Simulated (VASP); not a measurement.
Set up this calculation in VASP 6.6.1, as the native input.

```yaml
Task: single point
Functional: PBE
Potentials_or_basis: VASP PAW PBE potentials, release 64 (Ba_sv, Ti_sv, O)
Cutoff: 520 eV
k_mesh: 6 × 6 × 6
Occupations: fermi-dirac, width 0.02 eV
Spin: no spin polarisation
Dipole_correction: no
Further_INCAR_settings: ALGO = Normal; EDIFF = 1e-06; NBANDS = 28
```

The structure of BaTiO3 lies in POSCAR:

```
BaTiO3
1.0
    3.9723652526      0.0000000000      0.0000000000
    0.0000000000      3.9723652526      0.0000000000
    0.0000000000      0.0000000000      4.1122285626
Ba Ti O
1 1 3
Direct
    0.0000000000      0.0000000000     -0.0043576161
    0.5000000000      0.5000000000      0.4775258081
    0.5000000000      0.5000000000      0.0345450385
    0.5000000000      0.0000000000      0.5176433848
    0.0000000000      0.5000000000      0.5176433848
```

The input as run:

INCAR

```
SYSTEM = BaTiO3
PREC = Accurate ; ENCUT = 520
EDIFF = 1E-6 ; ISMEAR = -1
SIGMA = 0.02 ; LREAL = .FALSE.
LASPH = .TRUE. ; NELM = 60
ALGO = Normal ; ISIF = 2
LWAVE = .FALSE. ; LCHARG = .FALSE.
GGA = PE ; NBANDS = 28
```

KPOINTS

```
Automatic mesh
0
G
  6 6 6
  0 0 0
```

Potentials or basis: VASP PAW PBE potentials, release 64 (Ba_sv, Ti_sv, O).

Command:

```bash
$ cat potpaw_PBE.64/Ba_sv/POTCAR potpaw_PBE.64/Ti_sv/POTCAR potpaw_PBE.64/O/POTCAR > POTCAR
$ mpirun -np 1 vasp_std > vasp.out
```

It gave:

```json
{
  "Pressure": "4.9 GPa",
  "Largest force": "0.200 eV/Å",
  "Band gap on the k mesh": "1.81 eV, indirect (least direct gap 2.30 eV)"
}
```

Caveat: spin-orbit coupling is left out, which moves the levels of the heavy elements.

It took 32 s on 1 thread of Intel(R) Xeon(R) 6975P-C (Granite Rapids), with other jobs on the host, peak memory 0.22 GiB.
